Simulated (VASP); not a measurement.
# AgI in VASP: single point with PBEsol

Aim: the single point of AgI with PBEsol.

Everything below comes from runs of VASP 6.6.1. Logs are shortened: lines on timing, memory, paths and dates and some standing lists are left out, and cuts for length are marked.

## Step 1: The cell of the first run

The cell holds a slab with vacuum, 6 atoms: a = 4.561 Å, b = 4.561 Å, c = 23.379 Å, α = 90.00°, β = 90.00°, γ = 120.00°.

## Step 2: Single point, PBEsol

Input file INCAR:

```
SYSTEM = AgI
PREC     = Accurate       ! precision mode
ENCUT    = 520            ! plane-wave cutoff, eV
EDIFF    = 1E-6           ! SCF threshold, eV
ISMEAR   = 0              ! smearing method
SIGMA    = 0.05           ! smearing width, eV
LREAL    = .False.        ! projectors in reciprocal space
LASPH    = .True.         ! aspherical terms in the spheres
NELM     = 100            ! most SCF steps
ALGO     = Normal         ! electronic algorithm
ISIF     = 2              ! what is computed and relaxed
LWAVE    = .False.        ! write WAVECAR
LCHARG   = .False.        ! write CHGCAR
LDIPOL   = .True.       
IDIPOL   = 3            
DIPOL    = 0.5 0.5 0.500
GGA      = PS             ! functional
NBANDS   = 36             ! bands
```

Input file KPOINTS:

```
regular mesh
0
Gamma
  6 6 1
  0 0 0
```

Input file POSCAR:

```
AgI
1.0
    4.5609743481      0.0000000000      0.0000000000
   -2.2804871740      3.9499196515      0.0000000000
    0.0000000000      0.0000000000     23.3790449121
I Ag
3 3
Direct
    0.0000000000      0.0000000000      0.3379955776
    0.3333333333      0.6666666667      0.4943460789
    0.6666666667      0.3333333333      0.6568445249
    0.3333333333      0.6666666667      0.3676476211
    0.6666666667      0.3333333333      0.5375080585
    0.0000000000      0.0000000000      0.6056581391
```

Potentials or basis: VASP PAW PBE potentials, release 64 (I, Ag).

Command:

```bash
$ cat potpaw_PBE.64/I/POTCAR potpaw_PBE.64/Ag/POTCAR > POTCAR
$ mpirun -np 1 vasp_std > vasp.out
```

OUTCAR:

```text
SYSTEM = AgI
   PREC = Accurate
   ENCUT = 520
   EDIFF = 1E-6
   ISMEAR = 0
   LREAL = .False.
   LASPH = .True.
   NELM = 100
   ISIF = 2
   GGA = PS

 ion  position               nearest neighbor table
   1  0.000  0.000  0.338-   4 2.72   4 2.72   4 2.72
   2  0.333  0.667  0.494-   5 2.82   5 2.82   5 2.82   4 2.96
   3  0.667  0.333  0.657-   5 2.79   6 2.89   6 2.89   6 2.89
   4  0.333  0.667  0.368-   1 2.72   1 2.72   1 2.72   2 2.96
   5  0.667  0.333  0.538-   3 2.79   2 2.82   2 2.82   2 2.82   6 3.08   6 3.08   6 3.08
   6  0.000  0.000  0.606-   3 2.89   3 2.89   3 2.89   5 3.08   5 3.08   5 3.08

  LATTYP: Found a hexagonal cell.
 ALAT       =     4.5609743481
 C/A-ratio  =     5.1258882703

  Lattice vectors:

 A1 = (   4.5609743481,   0.0000000000,   0.0000000000)
 A2 = (  -2.2804871740,   3.9499196515,   0.0000000000)
 A3 = (   0.0000000000,   0.0000000000,  23.3790449121)

Analysis of symmetry for initial positions (statically):
=====================================================================
 Subroutine PRICEL returns:
 Original cell was already a primitive cell.

 Routine SETGRP: Setting up the symmetry group for a
 hexagonal supercell.

 Subroutine GETGRP returns: Found  6 space group operations
 (whereof  6 operations were pure point group operations)
 out of a pool of 24 trial point group operations.

The static configuration has the point symmetry C_3v.

Analysis of symmetry for dynamics (positions and initial velocities):
=====================================================================
 Subroutine PRICEL returns:
 Original cell was already a primitive cell.

 Routine SETGRP: Setting up the symmetry group for a
 hexagonal supercell.

 Subroutine GETGRP returns: Found  6 space group operations
 (whereof  6 operations were pure point group operations)
 out of a pool of 24 trial point group operations.

The dynamic configuration has the point symmetry C_3v.

 Subroutine INISYM returns: Found  6 space group operations
 (whereof  6 operations are pure point group operations),
 and found     1 'primitive' translations

----------------------------------------------------------------------------------------

                                     Primitive cell

  volume of cell :     421.1848

  direct lattice vectors                    reciprocal lattice vectors
     4.560974348  0.000000000  0.000000000     0.219251398  0.126584853  0.000000000
    -2.280487174  3.949919652  0.000000000     0.000000000  0.253169707  0.000000000
     0.000000000  0.000000000 23.379044912     0.000000000  0.000000000  0.042773347

  length of vectors
     4.560974348  4.560974348 23.379044912     0.253169707  0.253169707  0.042773347

  position of ions in fractional coordinates (direct lattice)
     0.000000000  0.000000000  0.337995578
     0.333333333  0.666666667  0.494346079
     0.666666667  0.333333333  0.656844525
     0.333333333  0.666666667  0.367647621
     0.666666667  0.333333333  0.537508059
     0.000000000  0.000000000  0.605658139

  ion indices of the primitive-cell ions
   primitive index   ion index
                 1           1
                 2           2
                 3           3
                 4           4
                 5           5
                 6           6

----------------------------------------------------------------------------------------

 KPOINTS: regular mesh

Automatic generation of k-mesh.
 Grid dimensions read from file:
 generate k-points for:    6    6    1

 Generating k-lattice:

  Cartesian coordinates                     Fractional coordinates (reciprocal lattice)
     0.036541900  0.021097476  0.000000000     0.166666667  0.000000000  0.000000000
     0.000000000  0.042194951  0.000000000     0.000000000  0.166666667  0.000000000
     0.000000000  0.000000000  0.042773347     0.000000000  0.000000000  1.000000000

  Length of vectors
     0.042194951  0.042194951  0.042773347

  Shift w.r.t. Gamma in fractional coordinates (k-lattice)
     0.000000000  0.000000000  0.000000000

 Subroutine IBZKPT returns following result:
 ===========================================

 Found      7 irreducible k-points:

 Following reciprocal coordinates:
            Coordinates               Weight
  0.000000  0.000000  0.000000      1.000000
  0.166667  0.000000  0.000000      6.000000
  0.333333 -0.000000  0.000000      6.000000
  0.500000  0.000000  0.000000      3.000000
  0.166667  0.166667  0.000000      6.000000
  0.333333  0.166667  0.000000     12.000000
  0.333333  0.333333  0.000000      2.000000
   k-points           NKPTS =      7   k-points in BZ     NKDIM =      7   number of bands    NBANDS=     36
   number of dos      NEDOS =    301   number of ions     NIONS =      6
   total plane-waves  NPLWV = 233280
   dimension x,y,z NGX =    36 NGY =   36 NGZ =  180
   dimension x,y,z NGXF=    72 NGYF=   72 NGZF=  360
   ions per type =               3   3
   NGX,Y,Z   is equivalent  to a cutoff of  13.12, 13.12, 12.80 a.u.
   NGXF,Y,Z  is equivalent  to a cutoff of  26.24, 26.24, 25.60 a.u.
 SYSTEM =  AgI
   PREC   = accura    normal or accurate (medium, high low for compatibility)
   ISTART =      0    job   : 0-new  1-cont  2-samecut
   ICHARG =      2    charge: 1-file 2-atom 10-const
   ISPIN  =      1    spin polarized calculation?
   LNONCOLLINEAR =      F non collinear calculations
   LSORBIT =      F    spin-orbit coupling
   LASPH  =      T    aspherical Exc in radial PAW
   ENCUT  =  520.0 eV  38.22 Ry    6.18 a.u.   8.48  8.48 43.47*2*pi/ulx,y,z
   NELM   =    100;   NELMIN=  2; NELMDL= -5     # of ELM steps
   EDIFF  = 0.1E-05   stopping-criterion for ELM
   LREAL  =      F    real-space projection
   EDIFFG = 0.1E-04   stopping-criterion for IOM
   NSW    =      0    number of steps for IOM
   IBRION =     -1    ionic relax: 0-MD 1-quasi-New 2-CG
   NFREE  =      0    steps in history (QN), initial steepest desc. (CG)
   ISIF   =      2    stress and relaxation
   ISYM   =      2    0-nonsym 1-usesym 2-fastsym
   POTIM  = 0.5000    time-step for ionic-motion
   TEBEG  =    0.0;   TEEND  =   0.0 temperature during run
   PSTRESS=    0.0 pullay stress
   NELECT =      54.0000    total number of electrons
   NUPDOWN=      -1.0000    fix difference up-down
   EMIN   =  10.00;   EMAX   =-10.00  energy-range for DOS
   EFERMI =   0.00;   METHOD = LEGACY
   ISMEAR =     0;   SIGMA  =   0.05  broadening in eV -4-tet -1-fermi 0-gaus
   EFERMI_NEDOS =   21; number of points for ismear=-14 and -15
   IALGO  =     38    algorithm
   IMIX   =      4    mixing-type and parameters
     AMIX     =   0.40;   BMIX     =  1.00
     AMIX_MAG =   1.60;   BMIX_MAG =  1.00
  volume/ion in A,a.u.               =      70.20       473.72
  Fermi-wavevector in a.u.,A,eV,Ry     =   0.825496  1.559962  9.271613  0.681444
  Thomas-Fermi vector in A             =   1.937365
   LORBIT       =      0    0 simple, 1 ext, 2 COOP (PROOUT), +10 PAW based schemes
   GGA     = PS    functional components
   LHFCALC =     F    Hartree Fock is set to
   AEXX    =    0.0000 exact exchange contribution
   IVDW    =     0    specifies the selected vdW correction
   LEPSILON=     F    determine dielectric tensor
   LRPA    =     F    only Hartree local field effects (RPA)
 non-spin polarized calculation
 Gauss-broadening in eV      SIGMA  =   0.05
  energy-cutoff  :      520.00
  volume of cell :      421.18
 maximum number of plane-waves:     11421
 NGX is ok and might be reduce to    36
   NGX = 17   NGY = 17   NGZ = 87

 number of electron      54.0000002 magnetization

 dipolmoment           0.000000      0.000000     -0.153494 electrons x Angstroem

 Free energy of the ion-electron system (eV)
  ---------------------------------------------------
  ext. energy  EPLUGINS =         0.00000000
  ---------------------------------------------------
  free energy    TOTEN  =       -16.05615308 eV

  energy without entropy =      -16.05615307  energy(sigma->0) =      -16.05615308

 E-fermi :  -0.4968     XC(G=0):  -4.4794

 val. band max:       -0.6769031502   @ k =   0.0000   0.0000   0.0000
 cond. band min:      -0.3214896075   @ k =   0.0000   0.0000   0.0000
 fundamental gap:      0.3554135427
 Fermi energy:        -0.4968477611

 k-point     1 :       0.0000    0.0000    0.0000
  band No.  band energies     occupation
      1     -14.6352      2.00000
      2     -14.4031      2.00000
      3     -13.1713      2.00000
      4      -6.3736      2.00000
      5      -6.3736      2.00000
      6      -6.3370      2.00000
[... 28 lines left out ...]
     35       4.3661      0.00000
     36       4.7577      0.00000

 k-point     2 :       0.1667    0.0000    0.0000
  band No.  band energies     occupation
      1     -14.5700      2.00000
      2     -14.3657      2.00000
      3     -13.1147      2.00000
      4      -6.4802      2.00000
      5      -6.3421      2.00000
      6      -6.3032      2.00000
[... 28 lines left out ...]
     35       4.2649      0.00000
     36       4.6902      0.00000

 k-point     3 :       0.3333   -0.0000    0.0000
  band No.  band energies     occupation
      1     -14.4325      2.00000
      2     -14.2904      2.00000
      3     -12.9975      2.00000
      4      -6.5674      2.00000
      5      -6.3095      2.00000
      6      -6.2314      2.00000
[... 28 lines left out ...]
     35       4.4065      0.00000
     36       5.2492      0.00000

 k-point     4 :       0.5000    0.0000    0.0000
  band No.  band energies     occupation
      1     -14.3586      2.00000
      2     -14.2537      2.00000
      3     -12.9368      2.00000
      4      -6.5157      2.00000
      5      -6.3755      2.00000
      6      -6.1490      2.00000
[... 28 lines left out ...]
     35       5.0229      0.00000
     36       5.4360      0.00000

 k-point     5 :       0.1667    0.1667    0.0000
  band No.  band energies     occupation
      1     -14.4685      2.00000
      2     -14.3088      2.00000
      3     -13.0275      2.00000
      4      -6.5255      2.00000
      5      -6.3693      2.00000
      6      -6.2040      2.00000
[... 28 lines left out ...]
     35       4.5553      0.00000
     36       4.8664      0.00000

 k-point     6 :       0.3333    0.1667    0.0000
  band No.  band energies     occupation
      1     -14.3618      2.00000
      2     -14.2515      2.00000
      3     -12.9374      2.00000
      4      -6.4417      2.00000
      5      -6.3213      2.00000
      6      -6.1222      2.00000
[... 28 lines left out ...]
     35       4.8765      0.00000
     36       5.4798      0.00000

 k-point     7 :       0.3333    0.3333    0.0000
  band No.  band energies     occupation
      1     -14.3280      2.00000
      2     -14.2303      2.00000
      3     -12.9073      2.00000
      4      -6.2607      2.00000
      5      -6.2362      2.00000
      6      -5.9263      2.00000
[... 28 lines left out ...]
     35       5.3112      0.00000
     36       5.4698      0.00000

------------------------ aborting loop because EDIFF is reached ----------------------------------------

 vacuum level on the upper side and lower side of the slab       (xc-potential included)        -0.855         0.655

  FORCE on cell =-STRESS in cart. coord.  units (eV):
  Direction    XX          YY          ZZ          XY          YZ          ZX
  --------------------------------------------------------------------------------------
  -------------------------------------------------------------------------------------
  Total       -1.0856095     -1.0856095     -0.0666020     -0.0000000     -0.0000000      0.0000000
  in kB       -4.1296340     -4.1296340     -0.2533524     -0.0000000     -0.0000000      0.0000000
  external PRESSURE =      -2.8375401 kB  Pullay stress =       0.0000000 kB

 VOLUME and BASIS-vectors are now :
 -----------------------------------------------------------------------------
  energy-cutoff  :      520.00
  volume of cell :      421.18
      direct lattice vectors                 reciprocal lattice vectors
     4.560974348  0.000000000  0.000000000     0.219251398  0.126584853  0.000000000
    -2.280487174  3.949919652  0.000000000     0.000000000  0.253169707  0.000000000
     0.000000000  0.000000000 23.379044912     0.000000000  0.000000000  0.042773347

 POSITION                                       TOTAL-FORCE (eV/Angst)
 -----------------------------------------------------------------------------------
      0.00000      0.00000      7.90201         0.000000     -0.000000      0.010612
     -0.00000      2.63328     11.55734        -0.000000      0.000000      0.003232
      2.28049      1.31664     15.35640        -0.000000     -0.000000     -0.006789
     -0.00000      2.63328      8.59525         0.000000     -0.000000     -0.006906
      2.28049      1.31664     12.56643        -0.000000      0.000000     -0.004531
      0.00000      0.00000     14.15971         0.000000     -0.000000      0.004381
 -----------------------------------------------------------------------------------
    total drift:                               -0.000000      0.000000     -0.000345

  FREE ENERGIE OF THE ION-ELECTRON SYSTEM (eV)
  ---------------------------------------------------
  free  energy   TOTEN  =       -16.0561530812 eV

  energy  without entropy=      -16.0561530740  energy(sigma->0) =      -16.05615308

 vacuum level on the upper side and lower side of the slab         3.353         4.895
```

Wall time 5.5 min (1 thread of Intel Xeon Platinum 8259CL at 2.50GHz (Skylake/Cascade Lake), shared host); peak memory 0.53 GiB.

What came out:

- Free energy: -16.0562 eV
- Largest force: 0.011 eV/Å
- Band gap on the k mesh: 0.36 eV, direct

Forces in eV/Å, atoms in the order of the input:
```
I    0.000  0.000  0.011
I    0.000  0.000  0.003
I    0.000  0.000 -0.007
Ag   0.000  0.000 -0.007
Ag   0.000  0.000 -0.005
Ag   0.000  0.000  0.004
```

Caveat: the PAW data sets were made with another functional, which shifts forces and pressure a little; spin-orbit coupling is left out, which moves the levels of the heavy elements.
